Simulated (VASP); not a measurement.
The system is BN.

```
B N
1.0
     2.54395    0.00000    0.00000
    -1.27197    2.20313    0.00000
     0.00000    0.00000    4.20782
B N
2 2
Cartesian
  0.0000 1.4688 0.0009
  1.2720 0.7344 2.1048
  0.0000 1.4688 1.5771
  1.2720 0.7344 3.6810
```

Program: VASP 6.6.1. Alike in all runs: task single point; potentials or basis VASP PAW PBE potentials, release 64 (B, N); no spin polarisation; cell as given; k mesh 6 × 6 × 4; cutoff (eV) 520; smearing gaussian 0.01 eV. Hardware: 1 thread of Intel(R) Xeon(R) Platinum 8259CL CPU @ 2.50GHz (Skylake/Cascade Lake) (shared host).

Q: Order these runs on this cell by their wall time, lowest first.
A. level PBE
B. level r2SCAN
C. level HSE06; grid for exact exchange (PRECFOCK) Normal; screening parameter 0.2079 1/Å

A: A (6.9 s), B (28 s), C (940 s).

Caveats: all runs use coarse meshes.
